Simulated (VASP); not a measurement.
Set up this calculation in VASP 6.6.1, as the native input.

```yaml
Task: single point
Functional: r2SCAN
Potentials_or_basis: VASP PAW PBE potentials, release 64 (Ru_sv)
Cutoff: 620 eV
k_mesh: 8 × 8 × 5
Occupations: fermi-dirac, width 0.05 eV
Spin: non-collinear spin, zero start, spin-orbit coupling
Starting_moments: "[[0.0, 0.0, 0.0], [0.0, 0.0, 0.0]] μB"
Dipole_correction: no
Further_INCAR_settings: ALGO = Normal; EDIFF = 1e-06; NBANDS = 44
```

The system is Ru.

```
CELL_PARAMETERS angstrom
2.70580 0.00000 0.00000
-1.35290 2.34329 0.00000
0.00000 0.00000 4.28190
ATOMIC_POSITIONS crystal
Ru 0.66667 0.33333 0.75000
Ru 0.33333 0.66667 0.25000
```

The input as run:

POSCAR

```
Ru
1.0
    2.7058000000      0.0000000000      0.0000000000
   -1.3529000000      2.3432915376      0.0000000000
    0.0000000000      0.0000000000      4.2819000000
Ru
2
Direct
    0.6666666667      0.3333333333      0.7500000000
    0.3333333333      0.6666666667      0.2500000000
```

INCAR.step1

```
PREC = Accurate ; ENCUT = 620
ISMEAR = -1 ; SIGMA = 0.05
LREAL = False ; LASPH = True
NELM = 200 ; MAGMOM = 0 0 0 0 0 0
LSORBIT = True ; GGA_COMPAT = False
LMAXMIX = 4 ; NBANDS = 44
GGA = PE ; ALGO = Normal
EDIFF = 1E-5 ; LWAVE = True
LCHARG = False
```

INCAR.step2

```
PREC = Accurate ; ENCUT = 620
EDIFF = 1E-6 ; ISMEAR = -1
SIGMA = 0.05 ; LREAL = False
LASPH = True ; NELM = 200
ALGO = Normal ; ISIF = 2
LWAVE = False ; LCHARG = True
MAGMOM = 0 0 0 0 0 0 ; LORBIT = 11
LSORBIT = True ; GGA_COMPAT = False
LORBMOM = True ; LMAXMIX = 4
METAGGA = R2SCAN ; LMIXTAU = True
LVHAR = True ; NBANDS = 44
ISTART = 1
```

KPOINTS

```
regular mesh
0
Gamma
  8 8 5
```

Potentials or basis: VASP PAW PBE potentials, release 64 (Ru_sv).

Command:

```console
$ cat potpaw_PBE.64/Ru_sv/POTCAR > POTCAR
$ cp INCAR.step1 INCAR
$ mpirun -np 1 vasp_ncl > vasp.out
$ cp INCAR.step2 INCAR
$ mpirun -np 1 vasp_ncl > vasp.out
```

Results of the run:

```
Pressure                                              : -2.2 GPa
Net moment                                            : 0.00 μB per cell
Valence electrons inside the program's atomic spheres : Ru 13.63
```

Caveat: the PAW data sets were made with another functional, which shifts forces and pressure a little.

It took 2.9 min on 1 thread of Intel(R) Xeon(R) Platinum 8559C (Emerald Rapids) (shared host), peak memory 0.3 GiB.
